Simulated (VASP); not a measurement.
# Cu (I4/mmm) in VASP: single point with LDA

Aim: the single point of Cu with LDA.

Program: VASP 6.6.1. These are calculated values, not measurements. Logs are shortened: lines on timing, memory, paths and dates and some standing lists are left out, and cuts for length are marked.

## 1. The cell of the first run

It takes space group I4/mmm (No. 139, tetragonal). The conventional cell has a = 4.047 Å, b = 4.047 Å, c = 7.184 Å, α = 90.00°, β = 90.00°, γ = 90.00°. Within 5.3 Å of Cu (site symmetry 4/mmm) lie 12 Cu at 4.05 to 4.59 Å.

## 2. Single point, LDA

File INCAR:

```
SYSTEM = Cu
ALGO = Normal
EDIFF = 1E-7
ENCUT = 520
ISIF = 2
ISMEAR = 1
LASPH = .TRUE.
LCHARG = .FALSE.
LREAL = .FALSE.
LWAVE = .FALSE.
NBANDS = 12
NELM = 80
PREC = Accurate
SIGMA = 0.15
```

File KPOINTS:

```
k-points
0
G
  8 8 8
  0 0 0
```

File POSCAR:

```
Cu
1.0
   -2.0233780000      2.0233780000      3.5922030000
    2.0233780000     -2.0233780000      3.5922030000
    2.0233780000      2.0233780000     -3.5922030000
Cu
1
Direct
    0.0000000000      0.0000000000      0.0000000000
```

Potentials or basis: VASP PAW LDA potentials, release 64 (Cu).

Launch:

```sh
$ cat potpaw_LDA.64/Cu/POTCAR > POTCAR
$ mpirun -np 1 vasp_std > vasp.out
```

OUTCAR:

```text
SYSTEM = Cu
   EDIFF = 1E-7
   ENCUT = 520
   ISIF = 2
   ISMEAR = 1
   LASPH = .TRUE.
   LREAL = .FALSE.
   NELM = 80
   PREC = Accurate

 ion  position               nearest neighbor table
   1  0.000  0.000  0.000-

  LATTYP: Found a body centered tetragonal cell.
 ALAT       =     4.0467560000
 C/A-ratio  =     1.7753494404

  Lattice vectors:

 A1 = (  -2.0233780000,   2.0233780000,   3.5922030000)
 A2 = (   2.0233780000,  -2.0233780000,   3.5922030000)
 A3 = (   2.0233780000,   2.0233780000,  -3.5922030000)

Analysis of symmetry for initial positions (statically):
=====================================================================
 Subroutine PRICEL returns:
 Original cell was already a primitive cell.

 Routine SETGRP: Setting up the symmetry group for a
 body centered tetragonal supercell.

 Subroutine GETGRP returns: Found 16 space group operations
 (whereof 16 operations were pure point group operations)
 out of a pool of 16 trial point group operations.

The static configuration has the point symmetry D_4h.

Analysis of symmetry for dynamics (positions and initial velocities):
=====================================================================
 Subroutine PRICEL returns:
 Original cell was already a primitive cell.

 Routine SETGRP: Setting up the symmetry group for a
 body centered tetragonal supercell.

 Subroutine GETGRP returns: Found 16 space group operations
 (whereof 16 operations were pure point group operations)
 out of a pool of 16 trial point group operations.

The dynamic configuration has the point symmetry D_4h.

 Subroutine INISYM returns: Found 16 space group operations
 (whereof 16 operations are pure point group operations),
 and found     1 'primitive' translations

----------------------------------------------------------------------------------------

                                     Primitive cell

  volume of cell :      58.8268

  direct lattice vectors                    reciprocal lattice vectors
    -2.023378000  2.023378000  3.592203000     0.000000000  0.247111514  0.139190352
     2.023378000 -2.023378000  3.592203000     0.247111514  0.000000000  0.139190352
     2.023378000  2.023378000 -3.592203000     0.247111514  0.247111514  0.000000000

  length of vectors
     4.592607043  4.592607043  4.592607043     0.283616033  0.283616033  0.349468454

  position of ions in fractional coordinates (direct lattice)
     0.000000000  0.000000000  0.000000000

  ion indices of the primitive-cell ions
   primitive index   ion index
                 1           1

----------------------------------------------------------------------------------------

 KPOINTS: k-points

Automatic generation of k-mesh.
 Grid dimensions read from file:
 generate k-points for:    8    8    8

 Generating k-lattice:

  Cartesian coordinates                     Fractional coordinates (reciprocal lattice)
     0.000000000  0.030888939  0.017398794     0.125000000  0.000000000 -0.000000000
     0.030888939  0.000000000  0.017398794     0.000000000  0.125000000 -0.000000000
     0.030888939  0.030888939  0.000000000     0.000000000  0.000000000  0.125000000

  Length of vectors
     0.035452004  0.035452004  0.043683557

  Shift w.r.t. Gamma in fractional coordinates (k-lattice)
     0.000000000  0.000000000  0.000000000

 Subroutine IBZKPT returns following result:
 ===========================================

 Found     59 irreducible k-points:

 Following reciprocal coordinates:
            Coordinates               Weight
  0.000000  0.000000  0.000000      1.000000
  0.125000  0.000000 -0.000000      8.000000
  0.250000  0.000000 -0.000000      8.000000
  0.375000  0.000000 -0.000000      8.000000
  0.500000  0.000000 -0.000000      4.000000
  0.125000  0.125000 -0.000000      8.000000
[... 16 lines left out ...]
  0.250000  0.125000  0.125000     16.000000
  0.375000  0.125000  0.125000      8.000000
 [... further k-points ...]
   k-points           NKPTS =     59   k-points in BZ     NKDIM =     59   number of bands    NBANDS=     12
   number of dos      NEDOS =    301   number of ions     NIONS =      1
   total plane-waves  NPLWV =  46656
   dimension x,y,z NGX =    36 NGY =   36 NGZ =   36
   dimension x,y,z NGXF=    72 NGYF=   72 NGZF=   72
   ions per type =               1
   NGX,Y,Z   is equivalent  to a cutoff of  13.03, 13.03, 13.03 a.u.
   NGXF,Y,Z  is equivalent  to a cutoff of  26.06, 26.06, 26.06 a.u.
 SYSTEM =  Cu
   PREC   = accura    normal or accurate (medium, high low for compatibility)
   ISTART =      0    job   : 0-new  1-cont  2-samecut
   ICHARG =      2    charge: 1-file 2-atom 10-const
   ISPIN  =      1    spin polarized calculation?
   LNONCOLLINEAR =      F non collinear calculations
   LSORBIT =      F    spin-orbit coupling
   LASPH  =      T    aspherical Exc in radial PAW
   ENCUT  =  520.0 eV  38.22 Ry    6.18 a.u.   8.54  8.54  8.54*2*pi/ulx,y,z
   NELM   =     80;   NELMIN=  2; NELMDL= -5     # of ELM steps
   EDIFF  = 0.1E-06   stopping-criterion for ELM
   LREAL  =      F    real-space projection
   EDIFFG = 0.1E-05   stopping-criterion for IOM
   NSW    =      0    number of steps for IOM
   IBRION =     -1    ionic relax: 0-MD 1-quasi-New 2-CG
   NFREE  =      0    steps in history (QN), initial steepest desc. (CG)
   ISIF   =      2    stress and relaxation
   ISYM   =      2    0-nonsym 1-usesym 2-fastsym
   POTIM  = 0.5000    time-step for ionic-motion
   TEBEG  =    0.0;   TEEND  =   0.0 temperature during run
   PSTRESS=    0.0 pullay stress
   NELECT =      11.0000    total number of electrons
   NUPDOWN=      -1.0000    fix difference up-down
   EMIN   =  10.00;   EMAX   =-10.00  energy-range for DOS
   EFERMI =   0.00;   METHOD = LEGACY
   ISMEAR =     1;   SIGMA  =   0.15  broadening in eV -4-tet -1-fermi 0-gaus
   EFERMI_NEDOS =   21; number of points for ismear=-14 and -15
   IALGO  =     38    algorithm
   IMIX   =      4    mixing-type and parameters
     AMIX     =   0.40;   BMIX     =  1.00
     AMIX_MAG =   1.60;   BMIX_MAG =  1.00
  volume/ion in A,a.u.               =      58.83       396.98
  Fermi-wavevector in a.u.,A,eV,Ry     =   0.936154  1.769075 11.923939  0.876385
  Thomas-Fermi vector in A             =   2.063135
   LORBIT       =      0    0 simple, 1 ext, 2 COOP (PROOUT), +10 PAW based schemes
   GGA     = CA    functional components
   LHFCALC =     F    Hartree Fock is set to
   AEXX    =    0.0000 exact exchange contribution
   IVDW    =     0    specifies the selected vdW correction
   LEPSILON=     F    determine dielectric tensor
   LRPA    =     F    only Hartree local field effects (RPA)
 non-spin polarized calculation
 Methfessel and Paxton  Order N= 1 SIGMA  =   0.15
  energy-cutoff  :      520.00
  volume of cell :       58.83
 maximum number of plane-waves:      1621
 NGX is ok and might be reduce to    36
   NGX = 17   NGY = 17   NGZ = 17

 number of electron      11.0000006 magnetization

 Free energy of the ion-electron system (eV)
  ---------------------------------------------------
  ext. energy  EPLUGINS =         0.00000000
  ---------------------------------------------------
  free energy    TOTEN  =        -0.91640765 eV

  energy without entropy =       -0.91674288  energy(sigma->0) =       -0.91651939

 E-fermi :  -2.3899     XC(G=0):  -6.0864

 val. band max:       -2.3950974071   @ k =  -0.1250   0.5000   0.1250
 cond. band min:      -2.3296362411   @ k =  -0.1250   0.3750   0.1250
 fundamental gap:      0.0654611660
 Fermi energy:        -2.3899117100

 k-point     1 :       0.0000    0.0000    0.0000
  band No.  band energies     occupation
      1      -4.5185      2.00000
      2      -3.3870      2.00000
      3      -3.2958      2.00000
      4      -3.2666      2.00000
      5      -3.2666      2.00000
      6      -3.2243      2.00000
      7       5.4203      0.00000
      8       6.0410      0.00000
      9       6.0410      0.00000
     10       7.7735      0.00000
     11       9.1650      0.00000
     12       9.5308      0.00000

 k-point     2 :       0.1250    0.0000   -0.0000
  band No.  band energies     occupation
      1      -4.3433      2.00000
      2      -3.3757      2.00000
      3      -3.2931      2.00000
      4      -3.2704      2.00000
      5      -3.2616      2.00000
      6      -3.2306      2.00000
      7       4.4553      0.00000
      8       5.2265      0.00000
      9       6.0289      0.00000
     10       7.8217      0.00000
     11       8.7724      0.00000
     12       9.1312      0.00000

 k-point     3 :       0.2500    0.0000   -0.0000
  band No.  band energies     occupation
      1      -3.8563      2.00000
      2      -3.3386      2.00000
      3      -3.2901      2.00000
      4      -3.2577      2.00000
      5      -3.2521      2.00000
      6      -3.2372      2.00000
      7       2.4204      0.00000
      8       4.5602      0.00000
      9       6.0370      0.00000
     10       6.8321      0.00000
     11       8.6173      0.00000
     12      10.4049      0.00000
[... 286 lines left out ...]
 k-point    23 :       0.2500    0.1250    0.1250
  band No.  band energies     occupation
      1      -3.3520      2.00000
      2      -3.3145      2.00000
      3      -3.2879      2.00000
      4      -3.2736      2.00000
      5      -3.2215      2.00000
      6      -2.4345      1.47948
      7       1.0982      0.00000
      8       3.1218      0.00000
      9       4.2335      0.00000
     10       6.7159      0.00000
     11       6.8739      0.00000
     12       8.6672      0.00000

 k-point    24 :       0.3750    0.1250    0.1250
  band No.  band energies     occupation
      1      -3.3541      2.00000
      2      -3.3252      2.00000
      3      -3.2814      2.00000
      4      -3.2669      2.00000
      5      -3.2107      2.00000
      6      -1.8361     -0.00000
      7       0.1673     -0.00000
      8       3.3075      0.00000
      9       3.8646      0.00000
     10       6.4461      0.00000
     11       6.6493      0.00000
     12      10.2176      0.00000

 [... further k-points ...]
[... 5 lines left out ...]
  --------------------------------------------------------------------------------------
  -------------------------------------------------------------------------------------
  Total       -1.6176109     -1.6176109     -1.1068775      0.0000000     -0.0000000      0.0000000
  in kB      -44.0564734    -44.0564734    -30.1463836      0.0000000     -0.0000000      0.0000000
  external PRESSURE =     -39.4197768 kB  Pullay stress =       0.0000000 kB

 VOLUME and BASIS-vectors are now :
 -----------------------------------------------------------------------------
  energy-cutoff  :      520.00
  volume of cell :       58.83
      direct lattice vectors                 reciprocal lattice vectors
    -2.023378000  2.023378000  3.592203000     0.000000000  0.247111514  0.139190352
     2.023378000 -2.023378000  3.592203000     0.247111514  0.000000000  0.139190352
     2.023378000  2.023378000 -3.592203000     0.247111514  0.247111514  0.000000000

 POSITION                                       TOTAL-FORCE (eV/Angst)
 -----------------------------------------------------------------------------------
      0.00000      0.00000      0.00000        -0.000000      0.000000      0.000000
 -----------------------------------------------------------------------------------
    total drift:                               -0.000000     -0.000000      0.000000

  FREE ENERGIE OF THE ION-ELECTRON SYSTEM (eV)
  ---------------------------------------------------
  free  energy   TOTEN  =        -0.9164076536 eV

  energy  without entropy=       -0.9167428778  energy(sigma->0) =       -0.91651939
```

Run time: 24 s. Hardware: 1 thread of AMD EPYC 7R13, shared host; peak memory 0.19 GiB.

What came out:

```
Free energy : -0.9164 eV
Pressure    : -3.9 GPa
```
